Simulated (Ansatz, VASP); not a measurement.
# Two plane-wave programs on NaF2

```
Na F
1.0
     3.44892    0.00000    0.00000
    -1.72446    2.98685    0.00000
     0.00000    0.00000    5.34583
Na F
1 2
Cartesian
  0.0000 0.0000 0.0000
  0.0000 1.9912 1.3365
  1.7245 0.9956 4.0094
```

Change from the starting cell: ordered vacancies on the cation sites of nickel arsenide (P-3m1, No. 164).

Alike in both runs: task single point; functional PBE; k mesh 6 × 6 × 4; occupations gaussian, width 0.1 eV; collinear spin.

|  | VASP | Ansatz |
| --- | --- | --- |
| version | VASP 6.6.1 | Ansatz 0.2.0 |
| potentials or method | VASP PAW PBE potentials, release 64 (Na_pv, F), cutoff 520 eV | scalar-relativistic, plane waves, PAW |
| valence electrons in the cell | 21 | 23 |

|  | VASP | Ansatz | Ansatz less VASP |
| --- | --- | --- | --- |
| gap on the k mesh at the Fermi level (eV) | none | none | - |
| pressure (GPa) | -2.0 | -1.8 | +0.20 |
| traceless stress, the component that is largest in VASP (GPa) | -4.48 | -4.45 | +0.029 |
| rms of the force components (eV/Å) | 0.278 | 0.279 | +0.0002 |
| net moment per atom (μB) | 0.33 | 0.33 | 0.000 |
| size of the moment on the site where the two differ most (μB) | 0.44 | 0.49 | +0.053 |

Site moments also hang on the region over which each program counts them. Atom by atom the forces differ by 0.000 eV/Å (rms over components). A gap of «none» marks a metal or a gap that the smearing closes. VASP's potentials hold 21 valence electrons a cell and Ansatz's 23, so a difference there can come from the potentials and not from the codes.
